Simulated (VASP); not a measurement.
FeO:

```
Fe O
1.0
     0.00000    2.15540    2.15540
     2.15540    0.00000    2.15540
     2.15540    2.15540    0.00000
Fe O
1 1
Direct
  0.00000 0.00000 0.00000
  0.50000 0.50000 0.50000
```

```yaml
Program: VASP 6.6.1
Task: relaxation of cell and atoms
Functional: SVWN5
Potentials_or_basis: VASP PAW PBE potentials, release 64 (Fe, O)
Cutoff: 600 eV
k_mesh: 11 × 11 × 11
Occupations: methfessel-paxton, width 0.01 eV
Spin: collinear spin, ferromagnetic start
Starting_moments: "[3.0, 0.0] μB"
```

At the start: pressure -19.9 GPa; volume 10.01 Å³/atom.

**Question.** How do energy, volume and symmetry change on relaxing?

**Answer.** Over 5 steps the energy falls by 115.1 meV/atom and the volume is 8.65 Å³/atom (-13.6 %); space group Fm-3m (No. 225, to 0.1 Å) before and after; moment 2.94 μB per cell.

The path:
| step | energy change (eV) | largest force (eV/Å) | pressure (GPa) | volume (Å³) |
| --- | --- | --- | --- | --- |
| 1 | 0.0000 | 0.0000 | -19.89 | 20.03 |
| 2 | -0.2247 | 0.0000 | 8.12 | 16.64 |
| 3 | -0.2292 | 0.0000 | 2.64 | 17.13 |
| 4 | -0.2299 | 0.0000 | -1.54 | 17.41 |
| 5 | -0.2302 | 0.0000 | 0.06 | 17.30 |

Final structure:
```cif
data_structure
_symmetry_space_group_name_H-M 'P 1'
_symmetry_Int_Tables_number 1
_cell_length_a 2.9033
_cell_length_b 2.9033
_cell_length_c 2.9033
_cell_angle_alpha 60.000
_cell_angle_beta 60.000
_cell_angle_gamma 60.000
_cell_volume 17.30
loop_
_atom_site_label
_atom_site_type_symbol
_atom_site_fract_x
_atom_site_fract_y
_atom_site_fract_z
_atom_site_occupancy
Fe1 Fe 0.00000 0.00000 0.00000 1
O1 O 0.50000 0.50000 0.50000 1
```

Caveat: the PAW data sets were made with another functional, which shifts forces and pressure a little; a cell with one magnetic atom can't hold antiferromagnetic order, which such compounds often take.
